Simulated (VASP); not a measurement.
Set up this calculation in VASP 6.6.1, as the native input.

```
Task                   : single point
Functional             : PBEsol
Potentials or basis    : VASP PAW PBE potentials, release 64 (Sr_sv)
Cutoff                 : 520 eV
k mesh                 : 12 × 12 × 10
Occupations            : gaussian, width 0.1 eV
Spin                   : no spin polarisation
Dipole correction      : no
Further INCAR settings : ALGO = Fast; EDIFF = 1e-06; NBANDS = 17
```

The structure of Sr lies in POSCAR:

```
Sr
1.0
    3.0466569811      3.0466569811      0.0000000000
   -3.0466569811      3.0466569811      0.0000000000
    0.0000000000      0.0000000000      5.6470151600
Sr
2
Direct
    0.0000000000      0.0000000000      0.0000000000
    0.5000000000      0.5000000000      0.5000000000
```

This cell differs from its parent crystal: biaxial strain in the a-b plane: +3.0 %, then relaxed in part.

These files were run (other wordings do the same):

INCAR

```
ALGO = Fast
EDIFF = 1E-6
ENCUT = 520
GGA = PS
ISIF = 2
ISMEAR = 0
LASPH = True
LCHARG = False
LREAL = False
LWAVE = False
NBANDS = 17
NELM = 60
PREC = Accurate
SIGMA = 0.1
```

KPOINTS

```
k-points
0
Gamma
  12 12 10
```

Potentials or basis: VASP PAW PBE potentials, release 64 (Sr_sv).

Run with:

```sh
$ cat potpaw_PBE.64/Sr_sv/POTCAR > POTCAR
$ mpirun -np 1 vasp_std > vasp.out
```

It gave:

```json
{
  "Pressure": "-0.1 GPa",
  "Band gap on the k mesh": "zero (bands 10 and 11 overlap by 0.09 eV)"
}
```

Caveat: the cell differs from its parent crystal (biaxial strain in the a-b plane: +3.0 %, then relaxed in part); the PAW data sets were made with another functional, which shifts forces and pressure a little.

Run time: 2.3 min on 1 thread of AMD EPYC 9R45 96-Core Processor (Zen 5) (shared host), peak memory 0.35 GiB.
